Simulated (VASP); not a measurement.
Set up this calculation in VASP 6.6.1, as the native input.

- Task: single point
- Functional: PBE
- Potentials or basis: VASP PAW PBE potentials, release 64 (Ba_sv, Os_sv_GW)
- Cutoff: 500 eV
- k mesh: 6 × 6 × 4
- Occupations: gaussian, width 0.1 eV
- Spin: no spin polarisation
- Dipole correction: no
- Second run: valence_matched
- Further INCAR settings: ALGO = Normal; EDIFF = 1e-06; NBANDS = 28

The structure of BaOs2 lies in POSCAR:

```
BaOs2
1.0
    3.6298274400      0.0000000000      0.0000000000
   -1.8149137200      3.1435227800      0.0000000000
    0.0000000000      0.0000000000      5.7125963600
Ba Os
1 2
Direct
    0.0000000000      0.0000000000      0.5000000000
    0.0000000000      0.0000000000      0.1384291100
    0.0000000000      0.0000000000      0.8615708900
```

The input as run:

INCAR

```
ALGO = Normal
EDIFF = 1E-6
ENCUT = 500
GGA = PE
GGA_COMPAT = False
ISIF = 2
ISMEAR = 0
LASPH = True
LCHARG = False
LREAL = False
LWAVE = False
NBANDS = 28
NELM = 120
PREC = Accurate
SIGMA = 0.1
```

KPOINTS

```
k-points
0
Gamma
  6 6 4
```

Potentials or basis: VASP PAW PBE potentials, release 64 (Ba_sv, Os_sv_GW).

The run is started by

```bash
$ cat potpaw_PBE.64/Ba_sv/POTCAR potpaw_PBE.64/Os_sv_GW/POTCAR > POTCAR
$ mpirun -np 1 vasp_std > vasp.out
```

Results of the run:

The pressure is 208.6 GPa, the largest force is 79.616 eV/Å and the band gap on the k mesh is zero (band 21 reaches 9.40 eV, above the bottom of band 22 at 6.94 eV).

Caveat: spin-orbit coupling is left out, which moves the levels of the heavy elements; forces of over 1 eV/Å act on the atoms, so gaps and moduli don't describe the material at rest.

It took 40 s on 1 thread of Intel(R) Xeon(R) Platinum 8559C (Emerald Rapids), on a shared host, peak memory 0.2 GiB.
